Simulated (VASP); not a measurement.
Wanted: the native input for a VASP 6.6.1 run.

```
Task                   : single point
Functional             : PBE
Potentials or basis    : VASP PAW PBE potentials, release 64 (Mo_sv)
Cutoff                 : 520 eV
k mesh                 : 22 × 22 × 22
Occupations            : gaussian, width 0.1 eV
Spin                   : no spin polarisation
Dipole correction      : no
Further INCAR settings : ALGO = Normal; EDIFF = 1e-07; NBANDS = 13
```

The structure of Mo lies in POSCAR:

```
Mo
1.0
   -1.3172299282      1.3172299282      2.3250018616
    1.3172299282     -1.3172299282      2.3250018616
    1.3172299282      1.3172299282     -2.3250018616
Mo
1
Direct
    0.0000000000      0.0000000000      0.0000000000
```

One way to write it, as run:

INCAR

```
SYSTEM = Mo
ALGO     = Normal         ! electronic algorithm
EDIFF    = 1E-7           ! SCF threshold, eV
ENCUT    = 520            ! plane-wave cutoff, eV
GGA      = PE             ! functional
ISIF     = 2              ! what is computed and relaxed
ISMEAR   = 0              ! smearing method
LASPH    = .True.         ! aspherical terms in the spheres
LCHARG   = .True.         ! write CHGCAR
LELF     = .True.         ! ELF
LREAL    = .False.        ! projectors in reciprocal space
LVHAR    = .True.       
LWAVE    = .False.        ! write WAVECAR
NBANDS   = 13             ! bands
NELM     = 100            ! most SCF steps
PREC     = Accurate       ! precision mode
SIGMA    = 0.1            ! smearing width, eV
```

KPOINTS

```
k-points
0
Gamma
  22 22 22
  0 0 0
```

Potentials or basis: VASP PAW PBE potentials, release 64 (Mo_sv).

Command:

```console
$ cat potpaw_PBE.64/Mo_sv/POTCAR > POTCAR
$ mpirun -np 1 vasp_std > vasp.out
```

It gave:

* Pressure: 0.4 GPa
* Band gap on the k mesh: zero (band 7 reaches 14.49 eV, above the bottom of band 8 at 11.47 eV)

Run time: 46 s on 1 thread of Intel(R) Xeon(R) 6975P-C (Granite Rapids) (shared host), peak memory 0.27 GiB.
